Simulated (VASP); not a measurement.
Crystal: CdSe.

```
Cd Se
1.0
     0.00000    2.84295    2.84295
     2.84295    0.00000    2.84295
     2.84295    2.84295    0.00000
Cd Se
1 1
Direct
  0.00000 0.00000 0.00000
  0.50000 0.50000 0.50000
```

Program: VASP 6.6.1. Alike in all runs: task single point; potentials or basis VASP PAW PBE potentials, release 64 (Cd, Se); cell as given; smearing fermi-dirac 0.02 eV.

Q: Order these runs on this cell by their pressure, lowest first.
A. level PBEsol; spin off; k mesh 4 × 4 × 4; cutoff (eV) 500
B. level PBE; spin non-collinear, zero start, SOC; k mesh 6 × 6 × 6; cutoff (eV) 500
C. level r2SCAN; spin off; k mesh 6 × 6 × 6; cutoff (eV) 550

A: A (-1.3 GPa), C (0.4 GPa), B (2.1 GPa).

Caveats: some runs use coarse meshes; the PAW data sets were made with another functional, which shifts forces and pressure a little (at least some runs).
